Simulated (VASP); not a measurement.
A run of VASP 6.6.1 is set up as follows.

File POSCAR:

```
CaO
1.0
    0.0000000000      2.4215256273      2.4215256273
    2.4215256273      0.0000000000      2.4215256273
    2.4215256273      2.4215256273      0.0000000000
Ca O
1 1
Direct
    0.0000000000      0.0000000000      0.0000000000
    0.5000000000      0.5000000000      0.5000000000
```

The input INCAR.step1:

```
SYSTEM = CaO
PREC     = Accurate       ! precision mode
ENCUT    = 520            ! plane-wave cutoff, eV
ISMEAR   = 0              ! smearing method
SIGMA    = 0.01           ! smearing width, eV
LREAL    = .FALSE.        ! projectors in reciprocal space
LASPH    = .TRUE.         ! aspherical terms in the spheres
NELM     = 60             ! most SCF steps
NBANDS   = 15             ! bands
GGA      = PE             ! functional
ALGO     = Normal         ! electronic algorithm
EDIFF    = 1E-4           ! SCF threshold, eV
LWAVE    = .TRUE.         ! write WAVECAR
LCHARG   = .FALSE.        ! write CHGCAR
```

Contents of INCAR.step2:

```
SYSTEM = CaO
PREC     = Accurate       ! precision mode
ENCUT    = 520            ! plane-wave cutoff, eV
EDIFF    = 1E-6           ! SCF threshold, eV
ISMEAR   = 0              ! smearing method
SIGMA    = 0.01           ! smearing width, eV
LREAL    = .FALSE.        ! projectors in reciprocal space
LASPH    = .TRUE.         ! aspherical terms in the spheres
NELM     = 60             ! most SCF steps
ALGO     = Normal         ! electronic algorithm
ISIF     = 2              ! what is computed and relaxed
LWAVE    = .FALSE.        ! write WAVECAR
LCHARG   = .FALSE.        ! write CHGCAR
METAGGA  = R2SCAN         ! meta-GGA
LMIXTAU  = .TRUE.       
NBANDS   = 15             ! bands
ISTART   = 1
```

File KPOINTS:

```
regular mesh
0
G
  10 10 10
  0 0 0
```

Potentials or basis: VASP PAW PBE potentials, release 64 (Ca_sv, O).

Command:

```sh
$ cat potpaw_PBE.64/Ca_sv/POTCAR potpaw_PBE.64/O/POTCAR > POTCAR
$ cp INCAR.step1 INCAR
$ mpirun -np 1 vasp_std > vasp.out
$ cp INCAR.step2 INCAR
$ mpirun -np 1 vasp_std > vasp.out
```

Q: Estimate the band gap on the k mesh.

A: 4.19 eV, indirect (least direct gap 4.57 eV).

Q: Predict the pressure.

A: -2.4 GPa.

Caveat: the cell differs from its parent crystal (strain +1.0%); the PAW data sets were made with another functional, which shifts forces and pressure a little. A k mesh can miss the band edges.
